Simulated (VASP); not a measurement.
Here is a VASP 6.6.1 calculation.

Contents of INCAR:

```
SYSTEM = Ni
PREC = Accurate
ENCUT = 520
EDIFF = 1E-6
ISMEAR = -1
SIGMA = 0.1
LREAL = .FALSE.
LASPH = .TRUE.
NELM = 150
ALGO = Normal
ISIF = 2
LWAVE = .FALSE.
LCHARG = .FALSE.
ISPIN = 2
MAGMOM = 1 1
LORBIT = 11
LMAXMIX = 4
GGA = PE
NBANDS = 21
```

Contents of KPOINTS:

```
regular mesh
0
G
  14 14 14
  0 0 0
```

Contents of POSCAR:

```
Ni
1.0
    0.0000000000      1.8807866981      1.8807866981
    1.8807866981      0.0000000000      1.8807866981
    1.8807866981      1.8807866981      0.0000000000
Ni
2
Direct
   -0.1250000000     -0.1250000000     -0.1250000000
    0.1250000000      0.1250000000      0.1250000000
```

Potentials or basis: VASP PAW PBE potentials, release 64 (Ni).

The run is started by

```bash
$ cat potpaw_PBE.64/Ni/POTCAR > POTCAR
$ mpirun -np 1 vasp_std > vasp.out
```

Problem. Estimate the net moment.

Solution. 0.00 μB per cell.

Problem. Predict the pressure.

Solution. 583.9 GPa.

Problem. Predict the band gap on the k mesh.

Solution. Zero (filled and empty bands overlap).

Caveat: atoms lie so close that the PAW spheres overlap strongly, which falsifies energies and pressures; the cell stands under pressure.
